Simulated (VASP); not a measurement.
A run of VASP 6.6.1 is set up as follows.

The input INCAR:

```
  ALGO = Normal
  EDIFF = 1E-6
  ENCUT = 600
  GGA = PE
  GGA_COMPAT = F
  ISIF = 2
  ISMEAR = 0
  LASPH = T
  LCHARG = T
  LELF = T
  LREAL = F
  LVHAR = T
  LWAVE = F
  NBANDS = 36
  NELM = 120
  PREC = Accurate
  SIGMA = 0.1
```

KPOINTS

```
k-points
0
Gamma
  6 6 4
```

The input POSCAR:

```
HfNb3F
1.0
    4.4115633600      0.0000000000      0.0000000000
   -2.2057816800      3.8205259400      0.0000000000
    0.0000000000      0.0000000000      4.8323867700
Hf Nb F
1 3 1
Direct
    0.3333333300      0.6666666700      0.0000000000
    0.4910319600      0.5089680400      0.5000000000
    0.4910319600      0.9820639100      0.5000000000
    0.0179360900      0.5089680400      0.5000000000
    0.6666666700      0.3333333300      0.5000000000
```

Potentials or basis: VASP PAW PBE potentials, release 64 (Hf_pv, Nb_sv, F).

Launch:

```bash
$ cat potpaw_PBE.64/Hf_pv/POTCAR potpaw_PBE.64/Nb_sv/POTCAR potpaw_PBE.64/F/POTCAR > POTCAR
$ mpirun -np 1 vasp_std > vasp.out
```

(1) Predict the band gap on the k mesh.

(2) Estimate the pressure.

(3) Estimate the largest force.

Results:

(1) zero (bands 28 and 29 overlap by 1.29 eV).

(2) 243.3 GPa.

(3) 54.057 eV/Å.

Caveat: atoms lie so close that the PAW spheres overlap strongly, which falsifies energies and pressures; the stress differs along the axes, from 40 to 345 GPa; spin-orbit coupling is left out, which moves the levels of the heavy elements; forces of over 1 eV/Å act on the atoms, so gaps and moduli don't describe the material at rest.
